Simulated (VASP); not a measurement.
Here is a VASP 6.6.1 calculation.

Contents of INCAR:

```
SYSTEM = YbN
PREC     = Accurate       ! precision mode
ENCUT    = 520            ! plane-wave cutoff, eV
EDIFF    = 1E-8           ! SCF threshold, eV
ISMEAR   = -1             ! smearing method
SIGMA    = 0.08           ! smearing width, eV
LREAL    = .FALSE.        ! projectors in reciprocal space
LASPH    = .TRUE.         ! aspherical terms in the spheres
NELM     = 60             ! most SCF steps
ALGO     = Normal         ! electronic algorithm
ISIF     = 2              ! what is computed and relaxed
LWAVE    = .FALSE.        ! write WAVECAR
LCHARG   = .FALSE.        ! write CHGCAR
GGA      = PE             ! functional
LEFG     = .TRUE.       
NBANDS   = 22             ! bands
```

The input KPOINTS:

```
Automatic mesh
0
G
  11 11 11
  0 0 0
```

Contents of POSCAR:

```
YbN
1.0
    0.0000000000      2.5898587453      2.5898587453
    2.5898587453      0.0000000000      2.5898587453
    2.5898587453      2.5898587453      0.0000000000
Yb N
1 1
Direct
    0.0000000000      0.0000000000      0.0000000000
    0.2500000000      0.2500000000      0.2500000000
```

Potentials or basis: VASP PAW PBE potentials, release 64 (Yb, N).

Command:

```console
$ cat potpaw_PBE.64/Yb/POTCAR potpaw_PBE.64/N/POTCAR > POTCAR
$ mpirun -np 1 vasp_std > vasp.out
```

(1) Estimate the band gap on the k mesh.

(2) Predict the pressure.

Answers

(1) zero (an odd number of electrons rules out a gap without spin polarisation).

(2) 0.5 GPa.

Caveat: spin-orbit coupling is left out, which moves the levels of the heavy elements; an odd number of electrons without spin polarisation forces a metal; a magnetic or distorted state may lie lower.
